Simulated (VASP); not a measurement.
Sc:

```
Sc
1.0
     3.31948    0.00000    0.00000
    -1.65974    2.87475    0.00000
     0.00000    0.00000    5.16265
Sc
2
Direct
  0.33333 0.66667 0.25000
  0.66667 0.33333 0.75000
```

| Quantity | Value |
| --- | --- |
| Program | VASP 6.6.1 |
| Task | relaxation of cell and atoms |
| Functional | PBEsol |
| Potentials or basis | VASP PAW PBE potentials, release 64 (Sc_sv) |
| Cutoff | 600 eV |
| k mesh | 15 × 15 × 8 |
| Occupations | gaussian, width 0.1 eV |
| Spin | no spin polarisation |

At the start: pressure -2.2 GPa; volume 24.63 Å³/atom.

How do energy, volume and symmetry change on relaxing?

Over 9 steps the energy falls by 6.7 meV/atom and the volume is 23.65 Å³/atom (-4.0 %); space group P6_3/mmc (No. 194, to 0.05 Å).

Step by step:
```csv
step,energy change (eV),largest force (eV/Å),pressure (GPa),volume (Å³)
1,0.0000,0.0000,-2.16,49.27
2,-0.0128,0.0000,0.49,46.94
3,-0.0134,0.0000,-0.01,47.33
4,-0.0133,0.0000,0.05,47.29
5,-0.0134,0.0000,-0.04,47.35
6,-0.0134,0.0000,-0.02,47.35
7,-0.0134,0.0000,0.01,47.33
8,-0.0134,0.0000,0.09,47.26
9,-0.0134,0.0000,0.00,47.31
```

Final structure:
```
Sc
1.0
     3.27776    0.00000    0.00000
    -1.63888    2.83863    0.00000
     0.00000    0.00000    5.08458
Sc
2
Direct
  0.33333 0.66667 0.25000
  0.66667 0.33333 0.75000
```

Caveat: the PAW data sets were made with another functional, which shifts forces and pressure a little.
